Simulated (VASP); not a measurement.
Here is a VASP 6.6.1 calculation.

File INCAR:

```
PREC = Accurate
ENCUT = 520
EDIFF = 1E-6
ISMEAR = -1
SIGMA = 0.01
LREAL = F
LASPH = T
NELM = 120
ALGO = Normal
ISIF = 2
LWAVE = F
LCHARG = F
GGA = PE
NBANDS = 109
GGA_COMPAT = F
```

File KPOINTS:

```
Automatic mesh
0
Gamma
  1 1 1
  0.25 0.25 0.25
```

Contents of POSCAR:

```
Hf8O17
1.0
    0.0000000000      5.0697034800      5.1017273300
    5.2943205200      0.0000000000      5.1017273300
    5.2943205200      5.0697034800      0.0000000000
Hf O
8 17
Direct
    0.2626989950      0.0144434136      0.0177722408
    0.7737686430      0.4900844764      0.5253175908
    0.2996368172      0.4793515024      0.9765435404
    0.8028229799      0.9729483254      0.4822482330
    0.2738106892      0.0342541873      0.4849826042
    0.7606636663      0.5458422618     -0.0517754613
    0.2928993985      0.4999281554      0.4487469354
    0.7958159896      1.0074113107      0.9477051128
    0.0497699892      0.3278895515      0.0314166131
    0.5424860317      0.7926980265      0.5916242812
    0.4297216891      0.4315460180      0.6768213310
    0.9325626330      0.9531236018      0.1702817488
    0.1213724761      0.4050645180      0.3342492401
    0.6293848552      0.8983582984      0.8439289253
    0.3825769183      0.6456365986      0.0864112601
    0.8815209995      0.1447361211      0.5888407345
    0.1891547122      0.8626057315      0.3803677483
    0.6849527920      0.3597126037      0.8813433496
    0.4305710910      0.1194398795      0.1175278286
    0.9430749630      0.6125336548      0.6096862648
    0.1714816005      0.1387613619      0.7399427103
    0.6968964669      0.7255368641      0.2368508457
    0.0647325507      0.7562372364      0.8557477138
    0.5337684129      0.2165227635      0.3884508092
    0.6709383445      0.5208250734      0.2760947550
```

Potentials or basis: VASP PAW PBE potentials, release 64 (Hf_pv, O).

Launch:

```sh
$ cat potpaw_PBE.64/Hf_pv/POTCAR potpaw_PBE.64/O/POTCAR > POTCAR
$ mpirun -np 1 vasp_std > vasp.out
```

(1) What does it give for the largest force?

(2) What does it give for the band gap on the k mesh?

Answers

(1) 0.526 eV/Å.

(2) 3.48 eV.

Caveat: spin-orbit coupling is left out, which moves the levels of the heavy elements.
